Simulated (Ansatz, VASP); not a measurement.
**SiAu: VASP beside Ansatz**

The input INCAR:

```
PREC = Accurate
ENCUT = 520
EDIFF = 1E-6
ISMEAR = -1
SIGMA = 0.08
LREAL = False
LASPH = True
NELM = 60
ALGO = Normal
ISIF = 2
LWAVE = False
LCHARG = True
GGA = PE
LELF = True
LVHAR = True
NBANDS = 14
```

File KPOINTS:

```
regular mesh
0
Gamma
  15 15 15
```

File POSCAR:

```
SiAu
1.0
    1.6482809970     -0.9516354773      3.6168697693
    0.0000000000      1.9032709546      3.6168697693
   -1.6482809970     -0.9516354773      3.6168697693
Au Si
1 1
Direct
    0.0000000000      0.0000000000      0.0000000000
    0.5000000000      0.5000000000      0.5000000000
```

Input for Ansatz:

```yaml
crystal:
  lattice:
    - [1.648280997, -0.9516354773, 3.6168697693]
    - [0.0, 1.9032709546, 3.6168697693]
    - [-1.648280997, -0.9516354773, 3.6168697693]
  atoms:
    - { symbol: Au, position: [0.0, 0.0, 0.0] }
    - { symbol: Si, position: [0.5, 0.5, 0.5] }
kpoints:
  mp_grid: { grid: [15, 15, 15] }
  band_path:
    path:
      - [0.0, 0.0, 0.0]
      - [0.5, 0.5, 0.5]
      - [0.7871820007, 0.2128179993, 0.5]
      - [0.5, -0.2128179993, 0.2128179993]
      - [0.5, 0.0, 0.0]
      - [0.0, 0.0, 0.0]
      - [0.3564089997, -0.3564089997, 0.0]
      - [0.6435910003, 0.0, 0.3564089997]
      - [0.5, 0.0, 0.5]
    npoints: 5
scf:
  occupations: { method: fermi_dirac, width: 0.08 }
hamiltonian:
  xc: pbe
  pseudopotentials: { kind: all_electron, lapw: { basis_error: 0.00025 } }
output:
  forces: true
  stress: true
  eigenvalues: true
```

Alike in both runs: task single point; functional PBE; k mesh 15 × 15 × 15; occupations fermi-dirac, width 0.08 eV; no spin polarisation.

|  | VASP | Ansatz |
| --- | --- | --- |
| version | VASP 6.6.1 | Ansatz 0.2.0 |
| potentials or method | VASP PAW PBE potentials, release 64 (Au, Si), cutoff 520 eV | all-electron LAPW, scalar-relativistic |

```csv
,VASP,Ansatz,Ansatz less VASP
pressure (GPa),2.3,2.5,+0.18
"traceless stress, the component that is largest in VASP (GPa)",0.92,0.95,+0.032
```

Ansatz ran all-electron here, and VASP with PAW potentials.

Neither program's run includes spin-orbit coupling.
